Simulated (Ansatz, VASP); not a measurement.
**Ir: VASP beside Ansatz**

```xyz
2
Lattice="0.0000 2.7547 2.7547 2.7547 0.0000 2.7547 2.7547 2.7547 0.0000" Properties=species:S:1:pos:R:3 pbc="T T T"
Ir    2.7547    2.7547    2.7547
Ir    4.1320    4.1320    4.1320
```

Alike in both runs: functional PBEsol; k mesh 6 × 6 × 6; occupations gaussian, width 0.1 eV; no spin polarisation.

Ansatz relaxed the structure, and its values are those at the end. VASP's run is a single point on that final structure, the one shown.

```csv
,VASP,Ansatz
version,VASP 6.6.1,Ansatz 0.2.0
potentials or method,"VASP PAW PBE potentials, release 64 (Ir), cutoff 500 eV","scalar-relativistic, plane waves, PAW"
valence electrons in the cell,18,34
```

Ansatz gave:

| Quantity | Value |
| --- | --- |
| gap on the k mesh at the Fermi level (eV) | none |
| pressure (GPa) | 0.0 |

**Question.** What did VASP give for the same quantities?

**Answer.** gap on the k mesh at the Fermi level (eV): none; pressure (GPa): -0.3.

VASP's potentials were made for PBE, not for PBEsol. A gap of «none» marks a metal or a gap that the smearing closes. The functional is the same, so the differences come from potentials, cutoffs and numerics. VASP's potentials hold 18 valence electrons a cell and Ansatz's 34, so a difference there can come from the potentials and not from the codes.

Spin-orbit coupling is off throughout.
